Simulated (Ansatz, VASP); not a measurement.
## MnS: VASP beside Ansatz

Contents of INCAR:

```
ALGO     = Normal         # electronic algorithm
EDIFF    = 1E-7           # SCF threshold, eV
ENCUT    = 520            # plane-wave cutoff, eV
GGA      = PE             # functional
ISIF     = 2              # what is computed and relaxed
ISMEAR   = -1             # smearing method
ISPIN    = 2              # spin polarisation
LASPH    = True           # aspherical terms in the spheres
LCHARG   = False          # write CHGCAR
LMAXMIX  = 4              # l up to which the mixer works
LORBIT   = 11             # projections on sites
LREAL    = False          # projectors in reciprocal space
LWAVE    = False          # write WAVECAR
MAGMOM   = 4 0            # initial moments
NBANDS   = 20             # bands
NELM     = 150            # most SCF steps
PREC     = Accurate       # precision mode
SIGMA    = 0.05           # smearing width, eV
```

KPOINTS

```
k-points
0
Gamma
  7 7 7
```

File POSCAR:

```
MnS
1.0
    0.0000000000      2.6045000000      2.6045000000
    2.6045000000      0.0000000000      2.6045000000
    2.6045000000      2.6045000000      0.0000000000
Mn S
1 1
Direct
    0.0000000000      0.0000000000      0.0000000000
    0.5000000000      0.5000000000      0.5000000000
```

input.yaml

```yaml
crystal:
  lattice:
    - [0.0, 2.6045, 2.6045]
    - [2.6045, 0.0, 2.6045]
    - [2.6045, 2.6045, 0.0]
  atoms:
    - { symbol: Mn, position: [0.0, 0.0, 0.0], spin: 4.0 }
    - { symbol: S, position: [0.5, 0.5, 0.5] }
hamiltonian:
  xc: pbe
  pseudopotentials: { kind: paw }
magnetization:
  spin_polarized: true
kpoints:
  mp_grid: { grid: [7, 7, 7] }
  band_path:
    path:
      - [[0.0, 0.0, 0.0], [0.5, 0.0, 0.5], [0.5, 0.25, 0.75], [0.375, 0.375, 0.75], [0.0, 0.0, 0.0], [0.5, 0.5, 0.5], [0.625, 0.25, 0.625], [0.5, 0.25, 0.75], [0.5, 0.5, 0.5], [0.375, 0.375, 0.75]]
      - [[0.625, 0.25, 0.625], [0.5, 0.0, 0.5]]
    npoints: 14
scf:
  occupations: { method: fermi_dirac, width: 0.05 }
  n_extra_bands: 6
output:
  forces: true
  stress: true
  eigenvalues: true
  fatbands: false
```

Alike in both runs: functional PBE; k mesh 7 × 7 × 7; occupations fermi-dirac, width 0.05 eV; collinear spin.

```csv
,VASP,Ansatz
version,VASP 6.6.1,Ansatz 0.2.0
potentials or method,"VASP PAW PBE potentials, release 64 (Mn_pv, S)",Ansatz PAW
plane-wave cutoff (eV),520,420
valence electrons in the cell,19,21
task,single point,band structure
```

VASP gave:

```
gap on the k mesh at the Fermi level (eV)                     : none
pressure (GPa)                                                : -3.2
net moment per atom (μB)                                      : 2.35
size of the moment on the site where the two differ most (μB) : 4.25
```

Q: What did Ansatz give for the same quantities?

A: gap on the k mesh at the Fermi level (eV): none; pressure (GPa): -3.2; net moment per atom (μB): 2.35; size of the moment on the site where the two differ most (μB): 4.20.

Site moments also hang on the region over which each program counts them. A gap of «none» marks a metal or a gap that the smearing closes. VASP's potentials hold 19 valence electrons a cell and Ansatz's 21, so a difference there can come from the potentials and not from the codes.
